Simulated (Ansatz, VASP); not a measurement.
Si in VASP and in Ansatz

The input INCAR:

```
ALGO     = Normal         # electronic algorithm
EDIFF    = 1E-6           # SCF threshold, eV
ENCUT    = 520            # plane-wave cutoff, eV
GGA      = PS             # functional
ISIF     = 2              # what is computed and relaxed
ISMEAR   = 0              # smearing method
LASPH    = True           # aspherical terms in the spheres
LCHARG   = True           # write CHGCAR
LELF     = True           # ELF
LREAL    = False          # projectors in reciprocal space
LVHAR    = True         
LWAVE    = False          # write WAVECAR
NBANDS   = 11             # bands
NELM     = 60             # most SCF steps
PREC     = Accurate       # precision mode
SIGMA    = 0.1            # smearing width, eV
```

File KPOINTS:

```
k-points
0
Gamma
  6 6 6
```

File POSCAR:

```
Si
1.0
    0.0000000000      2.6963695616      2.6963695616
    2.6963695616      0.0000000000      2.6963695616
    2.6963695616      2.6963695616      0.0000000000
Si
2
Direct
    0.5000000000      0.5000000000      0.5000000000
    0.7500000000      0.7500000000      0.7500000000
```

Input for Ansatz:

```yaml
crystal:
  lattice:
    - [0.0, 2.6963695616, 2.6963695616]
    - [2.6963695616, 0.0, 2.6963695616]
    - [2.6963695616, 2.6963695616, 0.0]
  atoms:
    - { symbol: Si, position: [0.5, 0.5, 0.5] }
    - { symbol: Si, position: [0.75, 0.75, 0.75] }
basis:
  ecutwfc: 420
kpoints:
  mp_grid: { grid: [6, 6, 6] }
hamiltonian:
  xc: pbesol
scf:
  occupations: { method: gaussian, width: 0.1 }
output:
  forces: true
  stress: true
  eigenvalues: true
```

Alike in both runs: task single point; functional PBEsol; k mesh 6 × 6 × 6; occupations gaussian, width 0.1 eV; no spin polarisation.

|  | VASP | Ansatz |
| --- | --- | --- |
| version | VASP 6.6.1 | Ansatz 0.2.0 |
| potentials or method | VASP PAW PBE potentials, release 64 (Si), cutoff 520 eV | scalar-relativistic, plane waves, PAW |
| valence electrons in the cell | 8 | 8 |

|  | VASP | Ansatz | Ansatz less VASP |
| --- | --- | --- | --- |
| gap on the k mesh at the Fermi level (eV) | 0.54 | 0.55 | +0.006 |
| least direct gap on the mesh (eV) | 2.52 | 2.52 | +0.003 |
| pressure (GPa) | 2.4 | 2.3 | -0.12 |

VASP's potentials were made for PBE, not for PBEsol. The functional is the same, so the differences come from potentials, cutoffs and numerics.
